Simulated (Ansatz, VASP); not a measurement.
**AlGa3N4 in VASP and in Ansatz**

```
Al Ga N
1.0
     4.51529    0.15494    0.15494
     0.15494    4.51529    0.15494
     0.15494    0.15494    4.51529
Al Ga N
1 3 4
Direct
  0.00000 0.00000 0.00000
  0.50000 0.50000 0.00000
  0.50000 0.00000 0.50000
  0.00000 0.50000 0.50000
  0.75481 0.75481 0.24519
  0.75481 0.24519 0.75481
  0.24519 0.75481 0.75481
  0.24519 0.24519 0.24519
```

Change from the starting cell: equal engineering shear yz, xz and xy +0.0700, equal normal strain along x, y and z +0.0200.

Alike in both runs: task single point; functional LDA; k mesh 6 × 6 × 6; occupations gaussian, width 0.05 eV; no spin polarisation.

```csv
,VASP,Ansatz
version,VASP 6.6.1,Ansatz 0.2.0
potentials or method,"VASP PAW LDA potentials, release 64 (Al, Ga_d, N), cutoff 520 eV","scalar-relativistic, plane waves, PAW"
valence electrons in the cell,62,62
```

```csv
,VASP,Ansatz,Ansatz less VASP
gap on the k mesh at the Fermi level (eV),1.73,1.73,-0.003
least direct gap on the mesh (eV),1.73,1.73,-0.003
pressure (GPa),-6.9,-7.7,-0.76
"traceless stress, the component that is largest in VASP (GPa)",-11.21,-11.03,+0.188
rms of the force components (eV/Å),0.226,0.205,-0.0212
```

Ansatz warns that its potentials were made for another functional, while VASP's fit it. LDA's correlation is that of Perdew and Zunger in VASP and of Perdew and Wang (1992) in Ansatz. Atom by atom the forces differ by 0.024 eV/Å (rms over components).
